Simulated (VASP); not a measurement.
# Ti3Si4Ni (P1) in VASP: single point with PBE

Aim: the single point of Ti3Si4Ni with PBE.

All numbers are computed with VASP 6.6.1; they aren't measurements. Logs are shortened: lines on timing, memory, paths and dates and some standing lists are left out, and cuts for length are marked.

## Step 1: The cell of the first run

The typed cell holds 8 atoms: a = 4.797 Å, b = 4.864 Å, c = 4.981 Å, α = 83.13°, β = 77.34°, γ = 89.84°.

## Step 2: Single point, PBE, collinear spin, ferromagnetic start

Input file INCAR:

```
SYSTEM = Ti3Si4Ni
ALGO     = Normal         ! electronic algorithm
EDIFF    = 1E-6           ! SCF threshold, eV
ENCUT    = 520            ! plane-wave cutoff, eV
GGA      = PE             ! functional
ISIF     = 2              ! what is computed and relaxed
ISMEAR   = 0              ! smearing method
ISPIN    = 2              ! spin polarisation
LASPH    = .TRUE.         ! aspherical terms in the spheres
LCHARG   = .TRUE.         ! write CHGCAR
LELF     = .TRUE.         ! ELF
LMAXMIX  = 4              ! l up to which the mixer works
LORBIT   = 11             ! projections on sites
LREAL    = .FALSE.        ! projectors in reciprocal space
LVHAR    = .TRUE.       
LWAVE    = .FALSE.        ! write WAVECAR
MAGMOM   = 1 1 1 0 0 0 0 2 ! initial moments
NBANDS   = 45             ! bands
NELM     = 150            ! most SCF steps
PREC     = Accurate       ! precision mode
SIGMA    = 0.1            ! smearing width, eV
```

Input file KPOINTS:

```
k-points
0
G
  4 4 4
  0 0 0
```

Input file POSCAR:

```
Ti3Si4Ni
1.0
    4.7971587733      0.0000000000      0.0000000000
    0.0133549561      4.8639181571      0.0000000000
    1.0916400131      0.5930981293      4.8235269331
Ti Si Ni
3 4 1
Direct
    0.3622666438      0.1757304122      0.3554045115
    0.7873536004      0.2596881073      0.6923472815
    0.6945151426      0.6536254901      0.0693741097
    0.6194664265      0.7625498164      0.5736234155
    0.8852529768      0.1319728014      0.1912154531
    0.1565601580      0.6694149053      0.3544995628
    0.2518714428      0.4219152059      0.8664320280
    0.2427136092      0.9251032613      0.8971036381
```

Potentials or basis: VASP PAW PBE potentials, release 64 (Ti_sv, Si, Ni).

Started as:

```sh
$ cat potpaw_PBE.64/Ti_sv/POTCAR potpaw_PBE.64/Si/POTCAR potpaw_PBE.64/Ni/POTCAR > POTCAR
$ mpirun -np 1 vasp_std > vasp.out
```

OUTCAR:

```text
SYSTEM = Ti3Si4Ni
   EDIFF = 1E-6
   ENCUT = 520
   GGA = PE
   ISIF = 2
   ISMEAR = 0
   ISPIN = 2
   LASPH = .TRUE.
   LORBIT = 11
   LREAL = .FALSE.
   NELM = 150
   PREC = Accurate

 ion  position               nearest neighbor table
   1  0.362  0.176  0.355-   5 2.48   6 2.59   4 2.61   5 2.61   6 2.66   7 2.74   8 2.76   3 2.86
                             8 2.88   7 2.89
   2  0.787  0.260  0.692-   5 2.59   4 2.61   5 2.63   7 2.67   7 2.71   4 2.72   6 2.80   3 2.81
                             8 3.00   8 3.00
   3  0.695  0.654  0.069-   4 2.57   4 2.58   6 2.66   5 2.69   5 2.74   8 2.78   2 2.81   7 2.83
                             8 2.86   1 2.86   6 2.89   7 2.92
   4  0.619  0.763  0.574-   8 2.35   7 2.51   3 2.57   5 2.57   3 2.58   1 2.61   2 2.61   6 2.63
                             2 2.72   6 2.74
   5  0.885  0.132  0.191-   8 2.31   7 2.43   1 2.48   4 2.57   2 2.59   1 2.61   2 2.63   3 2.69
                             6 2.73   3 2.74
   6  0.157  0.669  0.354-   8 2.41   1 2.59   4 2.63   1 2.66   3 2.66   5 2.73   4 2.74   7 2.79
                             2 2.80   7 2.82   3 2.89
   7  0.252  0.422  0.866-   8 2.40   5 2.43   8 2.47   4 2.51   2 2.67   2 2.71   1 2.74   6 2.79
                             6 2.82   3 2.83   1 2.89   3 2.92
   8  0.243  0.925  0.897-   5 2.31   4 2.35   7 2.40   6 2.41   7 2.47   1 2.76   3 2.78   3 2.86
                             1 2.88   2 3.00   2 3.00

  LATTYP: Found a triclinic cell.
 ALAT       =     4.9809492452
 B/A-ratio  =     0.9631013161
 C/A-ratio  =     0.9765079410
 COS(alpha) =     0.0027457094
 COS(beta)  =     0.1196746224
 COS(gamma) =     0.2191630469

  Lattice vectors:

 A1 = (   1.0916400131,   0.5930981293,   4.8235269331)
 A2 = (   4.7971587733,   0.0000000000,   0.0000000000)
 A3 = (   0.0133549561,   4.8639181571,   0.0000000000)

Analysis of symmetry for initial positions (statically):
=====================================================================
 Subroutine PRICEL returns:
 Original cell was already a primitive cell.

 Routine SETGRP: Setting up the symmetry group for a
 triclinic supercell.

 Subroutine GETGRP returns: Found  1 space group operations
 (whereof  1 operations were pure point group operations)
 out of a pool of  2 trial point group operations.

The static configuration has the point symmetry C_1 .

Analysis of symmetry for dynamics (positions and initial velocities):
=====================================================================
 Subroutine PRICEL returns:
 Original cell was already a primitive cell.

 Routine SETGRP: Setting up the symmetry group for a
 triclinic supercell.

 Subroutine GETGRP returns: Found  1 space group operations
 (whereof  1 operations were pure point group operations)
 out of a pool of  2 trial point group operations.

The dynamic configuration has the point symmetry C_1 .

Analysis of structural, dynamic, and magnetic symmetry:
=====================================================================
 Subroutine PRICEL returns:
 Original cell was already a primitive cell.

 Routine SETGRP: Setting up the symmetry group for a
 triclinic supercell.

 Subroutine GETGRP returns: Found  1 space group operations
 (whereof  1 operations were pure point group operations)
 out of a pool of  2 trial point group operations.

The overall configuration has the point symmetry C_1 .

 Subroutine INISYM returns: Found  1 space group operations
 (whereof  1 operations are pure point group operations),
 and found     1 'primitive' translations

----------------------------------------------------------------------------------------

                                     Primitive cell

  volume of cell :     112.5473

  direct lattice vectors                    reciprocal lattice vectors
     4.797158773  0.000000000  0.000000000     0.208456724 -0.000572364 -0.047106658
     0.013354956  4.863918157  0.000000000     0.000000000  0.205595565 -0.025279914
     1.091640013  0.593098129  4.823526933     0.000000000  0.000000000  0.207317180

  length of vectors
     4.797158773  4.863936492  4.980949245     0.213713758  0.207143936  0.207317180

  position of ions in fractional coordinates (direct lattice)
     0.362266644  0.175730412  0.355404511
     0.787353600  0.259688107  0.692347281
     0.694515143  0.653625490  0.069374110
     0.619466426  0.762549816  0.573623416
     0.885252977  0.131972801  0.191215453
     0.156560158  0.669414905  0.354499563
     0.251871443  0.421915206  0.866432028
     0.242713609  0.925103261  0.897103638

  ion indices of the primitive-cell ions
   primitive index   ion index
                 1           1
                 2           2
[... 25 lines left out ...]
  Shift w.r.t. Gamma in fractional coordinates (k-lattice)
     0.000000000  0.000000000  0.000000000

 Subroutine IBZKPT returns following result:
 ===========================================

 Found     36 irreducible k-points:

 Following reciprocal coordinates:
            Coordinates               Weight
  0.000000  0.000000  0.000000      1.000000
  0.250000  0.000000  0.000000      2.000000
  0.500000  0.000000  0.000000      1.000000
  0.000000  0.250000 -0.000000      2.000000
  0.250000  0.250000 -0.000000      2.000000
  0.500000  0.250000  0.000000      2.000000
[... 16 lines left out ...]
  0.000000 -0.250000  0.250000      2.000000
  0.250000 -0.250000  0.250000      2.000000
 [... further k-points ...]
   k-points           NKPTS =     36   k-points in BZ     NKDIM =     36   number of bands    NBANDS=     45
   number of dos      NEDOS =    301   number of ions     NIONS =      8
   total plane-waves  NPLWV =  51840
   dimension x,y,z NGX =    36 NGY =   36 NGZ =   40
   dimension x,y,z NGXF=    72 NGYF=   72 NGZF=   80
   ions per type =               3   4   1
   NGX,Y,Z   is equivalent  to a cutoff of  12.48, 12.30, 13.35 a.u.
   NGXF,Y,Z  is equivalent  to a cutoff of  24.95, 24.61, 26.70 a.u.
 SYSTEM =  Ti3Si4Ni
   PREC   = accura    normal or accurate (medium, high low for compatibility)
   ISTART =      0    job   : 0-new  1-cont  2-samecut
   ICHARG =      2    charge: 1-file 2-atom 10-const
   ISPIN  =      2    spin polarized calculation?
   LNONCOLLINEAR =      F non collinear calculations
   LSORBIT =      F    spin-orbit coupling
   LASPH  =      T    aspherical Exc in radial PAW
   ENCUT  =  520.0 eV  38.22 Ry    6.18 a.u.   8.92  9.04  9.26*2*pi/ulx,y,z
   NELM   =    150;   NELMIN=  2; NELMDL= -5     # of ELM steps
   EDIFF  = 0.1E-05   stopping-criterion for ELM
   LREAL  =      F    real-space projection
   EDIFFG = 0.1E-04   stopping-criterion for IOM
   NSW    =      0    number of steps for IOM
   IBRION =     -1    ionic relax: 0-MD 1-quasi-New 2-CG
   NFREE  =      0    steps in history (QN), initial steepest desc. (CG)
   ISIF   =      2    stress and relaxation
   ISYM   =      2    0-nonsym 1-usesym 2-fastsym
   POTIM  = 0.5000    time-step for ionic-motion
   TEBEG  =    0.0;   TEEND  =   0.0 temperature during run
   PSTRESS=    0.0 pullay stress
   NELECT =      62.0000    total number of electrons
   NUPDOWN=      -1.0000    fix difference up-down
   EMIN   =  10.00;   EMAX   =-10.00  energy-range for DOS
   EFERMI =   0.00;   METHOD = LEGACY
   ISMEAR =     0;   SIGMA  =   0.10  broadening in eV -4-tet -1-fermi 0-gaus
   EFERMI_NEDOS =   21; number of points for ismear=-14 and -15
   IALGO  =     38    algorithm
   IMIX   =      4    mixing-type and parameters
     AMIX     =   0.40;   BMIX     =  1.00
     AMIX_MAG =   1.60;   BMIX_MAG =  1.00
  volume/ion in A,a.u.               =      14.07        94.94
  Fermi-wavevector in a.u.,A,eV,Ry     =   1.342024  2.536058 24.504490  1.801029
  Thomas-Fermi vector in A             =   2.470211
   LORBIT       =     11    0 simple, 1 ext, 2 COOP (PROOUT), +10 PAW based schemes
   GGA     = PE    functional components
   LHFCALC =     F    Hartree Fock is set to
   AEXX    =    0.0000 exact exchange contribution
   IVDW    =     0    specifies the selected vdW correction
   LEPSILON=     F    determine dielectric tensor
   LRPA    =     F    only Hartree local field effects (RPA)
 spin polarized calculation
 Gauss-broadening in eV      SIGMA  =   0.10
  energy-cutoff  :      520.00
  volume of cell :      112.55
 maximum number of plane-waves:      3052
   NGX = 17   NGY = 19   NGZ = 19

 number of electron      61.9999998 magnetization       0.0005641

 number of electron      61.9999998 magnetization      -0.0003308

 Free energy of the ion-electron system (eV)
  ---------------------------------------------------
  ext. energy  EPLUGINS =         0.00000000
  ---------------------------------------------------
  free energy    TOTEN  =       -55.13123465 eV

  energy without entropy =      -55.11768941  energy(sigma->0) =      -55.12446203

 E-fermi :   9.8735     XC(G=0): -11.8023

 val. band max:        9.8588709164   @ k =   0.2500   0.2500  -0.0000
 cond. band min:       9.9104651079   @ k =   0.5000   0.5000   0.5000
 fundamental gap:      0.0515941915
 Fermi energy:         9.8734593522

 spin component 1

 k-point     1 :       0.0000    0.0000    0.0000
  band No.  band energies     occupation
      1     -46.8113      1.00000
      2     -46.7237      1.00000
      3     -46.6091      1.00000
      4     -23.1888      1.00000
      5     -23.1537      1.00000
      6     -23.1116      1.00000
[... 1093 lines left out ...]
     42      13.2237      0.00000
     43      13.6313      0.00000

 [... further k-points ...]

 spin component 2

 k-point     1 :       0.0000    0.0000    0.0000
  band No.  band energies     occupation
      1     -46.8114      1.00000
      2     -46.7238      1.00000
      3     -46.6092      1.00000
      4     -23.1889      1.00000
      5     -23.1538      1.00000
      6     -23.1117      1.00000
[... 1093 lines left out ...]
     42      13.2237      0.00000
     43      13.6312      0.00000

 [... further k-points ...]

 [bands above 43 left out]

------------------------ aborting loop because EDIFF is reached ----------------------------------------

  FORCE on cell =-STRESS in cart. coord.  units (eV):
  Direction    XX          YY          ZZ          XY          YZ          ZX
  --------------------------------------------------------------------------------------
  -------------------------------------------------------------------------------------
  Total       -0.0115497     -0.0353452      0.0379574     -0.0294005     -0.0314457     -0.0459708
  in kB       -0.1644165     -0.5031605      0.5403457     -0.4185330     -0.4476477     -0.6544217
  external PRESSURE =      -0.0424105 kB  Pullay stress =       0.0000000 kB

 VOLUME and BASIS-vectors are now :
 -----------------------------------------------------------------------------
  energy-cutoff  :      520.00
  volume of cell :      112.55
      direct lattice vectors                 reciprocal lattice vectors
     4.797158773  0.000000000  0.000000000     0.208456724 -0.000572364 -0.047106658
     0.013354956  4.863918157  0.000000000     0.000000000  0.205595565 -0.025279914
     1.091640013  0.593098129  4.823526933     0.000000000  0.000000000  0.207317180

 POSITION                                       TOTAL-FORCE (eV/Angst)
 -----------------------------------------------------------------------------------
      2.12817      1.06553      1.71430        -0.001731      0.010059      0.008028
      4.53632      1.67373      3.33956        -0.000240      0.005376      0.004917
      3.41616      3.22033      0.33463         0.017760      0.000712      0.003275
      3.60805      4.04919      2.76689        -0.018277      0.002771     -0.012296
      4.45720      0.75531      0.92233         0.008232     -0.018187     -0.007555
      1.14697      3.46623      1.70994        -0.009576      0.025364      0.026205
      2.15973      2.56604      4.17926         0.003215     -0.002137     -0.009224
      2.15600      5.03170      4.32720         0.000617     -0.023957     -0.013349
 -----------------------------------------------------------------------------------
    total drift:                               -0.000110     -0.000151      0.000345

  FREE ENERGIE OF THE ION-ELECTRON SYSTEM (eV)
  ---------------------------------------------------
  free  energy   TOTEN  =       -55.1312346515 eV

  energy  without entropy=      -55.1176894069  energy(sigma->0) =      -55.12446203

 total charge

# of ion       s       p       d       tot
------------------------------------------
    1        2.186   6.160   2.004  10.351
    2        2.175   6.143   1.978  10.296
    3        2.183   6.144   1.969  10.296
    4        0.763   0.902   0.000   1.665
    5        0.758   0.945   0.000   1.703
    6        0.772   0.817   0.000   1.588
    7        0.735   0.887   0.000   1.622
    8        0.488   0.579   8.403   9.471
--------------------------------------------------
tot         10.061  22.576  14.355  46.992

 magnetization (x)

# of ion       s       p       d       tot
------------------------------------------
    1        0.000  -0.000  -0.000  -0.000
    2        0.000  -0.000  -0.000  -0.000
    3        0.000  -0.000  -0.000  -0.000
    4        0.000   0.000   0.000   0.000
    5        0.000   0.000   0.000   0.000
    6        0.000   0.000   0.000   0.000
    7        0.000   0.000   0.000   0.000
    8       -0.000  -0.000  -0.000  -0.000
--------------------------------------------------
tot          0.000   0.000  -0.000  -0.000
```

Run time: 11 min. Hardware: 1 thread of Intel Xeon 8259CL, shared host; peak memory 0.43 GiB.

Results:

- Free energy: -55.1312 eV
- Pressure: 0.0 GPa
- Largest force: 0.038 eV/Å
- Band gap on the k mesh: zero (filled and empty bands overlap)
- Net moment: 0.00 μB per cell
- Valence electrons inside the program's atomic spheres: Ti 10.35, 10.30 (each value once); Si 1.67, 1.70, 1.59, 1.62; Ni 9.47

Forces on the atoms (eV/Å):
```
Ti  -0.002  0.010  0.008
Ti   0.000  0.005  0.005
Ti   0.018  0.001  0.003
Si  -0.018  0.003 -0.012
Si   0.008 -0.018 -0.008
Si  -0.010  0.025  0.026
Si   0.003 -0.002 -0.009
Ni   0.001 -0.024 -0.013
```
